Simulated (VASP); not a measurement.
# Au (Im-3m) in VASP: further runs

The runs below take Au through single point, with PBEsol.

Program: VASP 6.6.1. These are calculated values, not measurements. Logs are shortened: lines on timing, memory, paths and dates and some standing lists are left out, and cuts for length are marked.

### Step 1. The cell of the first run

The structure is cubic, space group Im-3m (No. 229). Conventional cell: a = 3.242 Å, b = 3.242 Å, c = 3.242 Å, α = 90.00°, β = 90.00°, γ = 90.00°. Within 3.7 Å of Au (site symmetry m-3m) lie 14 Au at 2.81 to 3.24 Å.

### Step 2. Single point, PBEsol

INCAR reads:

```
SYSTEM = Au
PREC = Accurate
ENCUT = 520
EDIFF = 1E-7
ISMEAR = 0
SIGMA = 0.15
LREAL = .False.
LASPH = .True.
NELM = 60
ALGO = Normal
ISIF = 2
LWAVE = .False.
LCHARG = .False.
GGA = PS
NBANDS = 12
```

KPOINTS reads:

```
regular mesh
0
Gamma
  26 26 26
  0 0 0
```

POSCAR reads:

```
Au
1.0
   -1.6210733942      1.6210733942      1.6210733942
    1.6210733942     -1.6210733942      1.6210733942
    1.6210733942      1.6210733942     -1.6210733942
Au
1
Direct
    0.0000000000      0.0000000000      0.0000000000
```

Potentials or basis: VASP PAW PBE potentials, release 64 (Au).

Run with:

```bash
$ cat potpaw_PBE.64/Au/POTCAR > POTCAR
$ mpirun -np 1 vasp_std > vasp.out
```

OUTCAR:

```text
SYSTEM = Au
   PREC = Accurate
   ENCUT = 520
   EDIFF = 1E-7
   ISMEAR = 0
   LREAL = .False.
   LASPH = .True.
   NELM = 60
   ISIF = 2
   GGA = PS

 ion  position               nearest neighbor table
   1  0.000  0.000  0.000-

  LATTYP: Found a body centered cubic cell.
 ALAT       =     3.2421467884

  Lattice vectors:

 A1 = (  -1.6210733942,   1.6210733942,   1.6210733942)
 A2 = (   1.6210733942,  -1.6210733942,   1.6210733942)
 A3 = (   1.6210733942,   1.6210733942,  -1.6210733942)

Analysis of symmetry for initial positions (statically):
=====================================================================
 Subroutine PRICEL returns:
 Original cell was already a primitive cell.

 Routine SETGRP: Setting up the symmetry group for a
 body centered cubic supercell.

 Subroutine GETGRP returns: Found 48 space group operations
 (whereof 48 operations were pure point group operations)
 out of a pool of 48 trial point group operations.

The static configuration has the point symmetry O_h .

Analysis of symmetry for dynamics (positions and initial velocities):
=====================================================================
 Subroutine PRICEL returns:
 Original cell was already a primitive cell.

 Routine SETGRP: Setting up the symmetry group for a
 body centered cubic supercell.

 Subroutine GETGRP returns: Found 48 space group operations
 (whereof 48 operations were pure point group operations)
 out of a pool of 48 trial point group operations.

The dynamic configuration has the point symmetry O_h .

 Subroutine INISYM returns: Found 48 space group operations
 (whereof 48 operations are pure point group operations),
 and found     1 'primitive' translations

----------------------------------------------------------------------------------------

                                     Primitive cell

  volume of cell :      17.0399

  direct lattice vectors                    reciprocal lattice vectors
    -1.621073394  1.621073394  1.621073394     0.000000000  0.308437608  0.308437608
     1.621073394 -1.621073394  1.621073394     0.308437608  0.000000000  0.308437608
     1.621073394  1.621073394 -1.621073394     0.308437608  0.308437608  0.000000000

  length of vectors
     2.807781482  2.807781482  2.807781482     0.436196648  0.436196648  0.436196648

  position of ions in fractional coordinates (direct lattice)
     0.000000000  0.000000000  0.000000000

  ion indices of the primitive-cell ions
   primitive index   ion index
                 1           1

----------------------------------------------------------------------------------------

 KPOINTS: regular mesh

Automatic generation of k-mesh.
 Grid dimensions read from file:
 generate k-points for:   26   26   26

 Generating k-lattice:

  Cartesian coordinates                     Fractional coordinates (reciprocal lattice)
     0.000000000  0.011862985  0.011862985     0.038461538  0.000000000  0.000000000
     0.011862985  0.000000000  0.011862985     0.000000000  0.038461538  0.000000000
     0.011862985  0.011862985  0.000000000     0.000000000  0.000000000  0.038461538

  Length of vectors
     0.016776794  0.016776794  0.016776794

  Shift w.r.t. Gamma in fractional coordinates (k-lattice)
     0.000000000  0.000000000  0.000000000

 Subroutine IBZKPT returns following result:
 ===========================================

 Found    511 irreducible k-points:

 Following reciprocal coordinates:
            Coordinates               Weight
  0.000000  0.000000  0.000000      1.000000
  0.038462  0.000000  0.000000     12.000000
  0.076923  0.000000  0.000000     12.000000
  0.115385  0.000000  0.000000     12.000000
  0.153846  0.000000  0.000000     12.000000
  0.192308  0.000000  0.000000     12.000000
[... 16 lines left out ...]
  0.346154  0.038462  0.000000     48.000000
  0.384615  0.038462 -0.000000     48.000000
 [... further k-points ...]
   k-points           NKPTS =    511   k-points in BZ     NKDIM =    511   number of bands    NBANDS=     12
   number of dos      NEDOS =    301   number of ions     NIONS =      1
   total plane-waves  NPLWV =  13824
   dimension x,y,z NGX =    24 NGY =   24 NGZ =   24
   dimension x,y,z NGXF=    48 NGYF=   48 NGZF=   48
   ions per type =               1
   NGX,Y,Z   is equivalent  to a cutoff of  14.21, 14.21, 14.21 a.u.
   NGXF,Y,Z  is equivalent  to a cutoff of  28.42, 28.42, 28.42 a.u.
 SYSTEM =  Au
   PREC   = accura    normal or accurate (medium, high low for compatibility)
   ISTART =      0    job   : 0-new  1-cont  2-samecut
   ICHARG =      2    charge: 1-file 2-atom 10-const
   ISPIN  =      1    spin polarized calculation?
   LNONCOLLINEAR =      F non collinear calculations
   LSORBIT =      F    spin-orbit coupling
   LASPH  =      T    aspherical Exc in radial PAW
   ENCUT  =  520.0 eV  38.22 Ry    6.18 a.u.   5.22  5.22  5.22*2*pi/ulx,y,z
   NELM   =     60;   NELMIN=  2; NELMDL= -5     # of ELM steps
   EDIFF  = 0.1E-06   stopping-criterion for ELM
   LREAL  =      F    real-space projection
   EDIFFG = 0.1E-05   stopping-criterion for IOM
   NSW    =      0    number of steps for IOM
   IBRION =     -1    ionic relax: 0-MD 1-quasi-New 2-CG
   NFREE  =      0    steps in history (QN), initial steepest desc. (CG)
   ISIF   =      2    stress and relaxation
   ISYM   =      2    0-nonsym 1-usesym 2-fastsym
   POTIM  = 0.5000    time-step for ionic-motion
   TEBEG  =    0.0;   TEEND  =   0.0 temperature during run
   PSTRESS=    0.0 pullay stress
   NELECT =      11.0000    total number of electrons
   NUPDOWN=      -1.0000    fix difference up-down
   EMIN   =  10.00;   EMAX   =-10.00  energy-range for DOS
   EFERMI =   0.00;   METHOD = LEGACY
   ISMEAR =     0;   SIGMA  =   0.15  broadening in eV -4-tet -1-fermi 0-gaus
   EFERMI_NEDOS =   21; number of points for ismear=-14 and -15
   IALGO  =     38    algorithm
   IMIX   =      4    mixing-type and parameters
     AMIX     =   0.40;   BMIX     =  1.00
     AMIX_MAG =   1.60;   BMIX_MAG =  1.00
  volume/ion in A,a.u.               =      17.04       114.99
  Fermi-wavevector in a.u.,A,eV,Ry     =   1.414869  2.673716 27.236900  2.001856
  Thomas-Fermi vector in A             =   2.536367
   LORBIT       =      0    0 simple, 1 ext, 2 COOP (PROOUT), +10 PAW based schemes
   GGA     = PS    functional components
   LHFCALC =     F    Hartree Fock is set to
   AEXX    =    0.0000 exact exchange contribution
   IVDW    =     0    specifies the selected vdW correction
   LEPSILON=     F    determine dielectric tensor
   LRPA    =     F    only Hartree local field effects (RPA)
 non-spin polarized calculation
 Gauss-broadening in eV      SIGMA  =   0.15
  energy-cutoff  :      520.00
  volume of cell :       17.04
 maximum number of plane-waves:       474
 NGX is ok and might be reduce to    24

 number of electron      11.0000001 magnetization

 Free energy of the ion-electron system (eV)
  ---------------------------------------------------
  ext. energy  EPLUGINS =         0.00000000
  ---------------------------------------------------
  free energy    TOTEN  =        -3.90456942 eV

  energy without entropy =       -3.90224023  energy(sigma->0) =       -3.90340483

 E-fermi :   9.2635     XC(G=0): -12.8876

 val. band max:        9.2426084873   @ k =  -0.4231   0.4231   0.1538
 cond. band min:       9.2777249590   @ k =  -0.3077   0.4615   0.0769
 fundamental gap:      0.0351164717
 Fermi energy:         9.2634506249

 k-point     1 :       0.0000    0.0000    0.0000
  band No.  band energies     occupation
      1      -0.6305      2.00000
      2       4.4205      2.00000
      3       4.4205      2.00000
      4       4.4205      2.00000
      5       6.3732      2.00000
      6       6.3732      2.00000
      7      25.7797      0.00000
      8      25.7797      0.00000
      9      25.7797      0.00000
     10      33.5995      0.00000
     11      33.5995      0.00000
     12      33.5995      0.00000

 k-point     2 :       0.0385    0.0000    0.0000
  band No.  band energies     occupation
      1      -0.5756      2.00000
      2       4.4026      2.00000
      3       4.4221      2.00000
      4       4.4596      2.00000
      5       6.3508      2.00000
      6       6.3744      2.00000
      7      25.7828      0.00000
      8      25.7975      0.00000
      9      25.8509      0.00000
     10      32.6185      0.00000
     11      32.8082      0.00000
     12      33.3999      0.00000

 k-point     3 :       0.0769    0.0000    0.0000
  band No.  band energies     occupation
      1      -0.4126      2.00000
      2       4.3503      2.00000
      3       4.4257      2.00000
      4       4.5758      2.00000
      5       6.2898      2.00000
      6       6.3783      2.00000
      7      25.7497      0.00000
      8      25.8282      0.00000
      9      26.0617      0.00000
     10      31.5280      0.00000
     11      31.5531      0.00000
     12      32.8316      0.00000
[... 286 lines left out ...]
 k-point    23 :       0.3462    0.0385    0.0000
  band No.  band energies     occupation
      1       2.0370      2.00000
      2       3.4975      2.00000
      3       5.7426      2.00000
      4       6.2836      2.00000
      5       6.5835      2.00000
      6       7.3160      2.00000
      7      16.5653      0.00000
      8      22.4374      0.00000
      9      24.5237      0.00000
     10      30.2735      0.00000
     11      30.7029      0.00000
     12      33.1502      0.00000

 k-point    24 :       0.3846    0.0385   -0.0000
  band No.  band energies     occupation
      1       2.0638      2.00000
      2       3.4172      2.00000
      3       6.0640      2.00000
      4       6.4632      2.00000
      5       6.8970      2.00000
      6       7.7800      2.00000
      7      15.0878      0.00000
      8      22.0414      0.00000
      9      23.8098      0.00000
     10      30.7276      0.00000
     11      31.0177      0.00000
     12      32.8573      0.00000

 [... further k-points ...]

------------------------ aborting loop because EDIFF is reached ----------------------------------------

  FORCE on cell =-STRESS in cart. coord.  units (eV):
  Direction    XX          YY          ZZ          XY          YZ          ZX
  --------------------------------------------------------------------------------------
  -------------------------------------------------------------------------------------
  Total       -0.0141584     -0.0141584     -0.0141584      0.0000000      0.0000000     -0.0000000
  in kB       -1.3312441     -1.3312441     -1.3312441      0.0000000      0.0000000     -0.0000000
  external PRESSURE =      -1.3312441 kB  Pullay stress =       0.0000000 kB

 VOLUME and BASIS-vectors are now :
 -----------------------------------------------------------------------------
  energy-cutoff  :      520.00
  volume of cell :       17.04
      direct lattice vectors                 reciprocal lattice vectors
    -1.621073394  1.621073394  1.621073394     0.000000000  0.308437608  0.308437608
     1.621073394 -1.621073394  1.621073394     0.308437608  0.000000000  0.308437608
     1.621073394  1.621073394 -1.621073394     0.308437608  0.308437608  0.000000000

 POSITION                                       TOTAL-FORCE (eV/Angst)
 -----------------------------------------------------------------------------------
      0.00000      0.00000      0.00000         0.000000     -0.000000      0.000000
 -----------------------------------------------------------------------------------
    total drift:                                0.000000      0.000000      0.000000

  FREE ENERGIE OF THE ION-ELECTRON SYSTEM (eV)
  ---------------------------------------------------
  free  energy   TOTEN  =        -3.9045694199 eV

  energy  without entropy=       -3.9022402336  energy(sigma->0) =       -3.90340483
```

Run time: 60 s. Hardware: 1 thread of AMD EPYC 7R13 (Zen 3), shared host; peak memory 0.19 GiB.

Results:

* Free energy: -3.9046 eV
* Pressure: -0.1 GPa

Caveat: the PAW data sets were made with another functional, which shifts forces and pressure a little; spin-orbit coupling is left out, which moves the levels of the heavy elements.

### Step 3. Single point, PBEsol

This run uses another cell than the first one: it holds 2 atoms, not 1.

INCAR reads:

```
ALGO = Normal ; EDIFF = 1E-6
ENCUT = 520 ; GGA = PS
ISIF = 2 ; ISMEAR = 0
LASPH = True ; LCHARG = False
LREAL = False ; LWAVE = False
NBANDS = 18 ; NELM = 100
PREC = Accurate ; SIGMA = 0.1
```

KPOINTS reads:

```
k-points
0
Gamma
  16 16 16
```

POSCAR reads:

```
Au
1.0
    3.2421467878      0.0000000000      0.0000000000
    0.0000000000      3.2421467878      0.0000000000
    0.0000000000      0.0000000000      3.2421467878
Au
2
Direct
    0.0000000000      0.0000000000      0.0000000000
    0.5000000000      0.5000000000      0.5000000000
```

Potentials or basis: VASP PAW PBE potentials, release 64 (Au).

Run with:

```bash
$ cat potpaw_PBE.64/Au/POTCAR > POTCAR
$ mpirun -np 1 vasp_std > vasp.out
```

It took 30 s on 1 thread of Intel Xeon 6975P-C, shared host; peak memory 0.2 GiB.

The run converged. Its results:

| Property | Result |
| --- | --- |
| Free energy | -7.8063 eV |
| Pressure | -0.1 GPa |
| Band gap on the k mesh | zero (band 11 reaches 12.33 eV, above the bottom of band 12 at 7.34 eV) |

Levels at points of the mesh, in eV from the Fermi level:
```csv
k point,band 8,band 9,band 10,band 11,band 12,band 13,band 14,band 15
"(0.00, 0.00, 0.00)",-2.84,-1.68,-1.68,-1.68,6.32,6.32,6.32,9.77
"(0.50, 0.00, 0.00)",-4.16,-3.37,-3.37,-1.88,-1.88,12.72,12.72,13.89
"(0.50, 0.50, 0.00)",-2.64,-1.29,-1.29,-0.63,-0.63,3.63,3.63,12.41
"(0.50, 0.50, 0.50)",-2.59,-2.59,-2.59,2.91,2.91,7.26,7.26,7.26
```

Caveat: the PAW data sets were made with another functional, which shifts forces and pressure a little; spin-orbit coupling is left out, which moves the levels of the heavy elements.
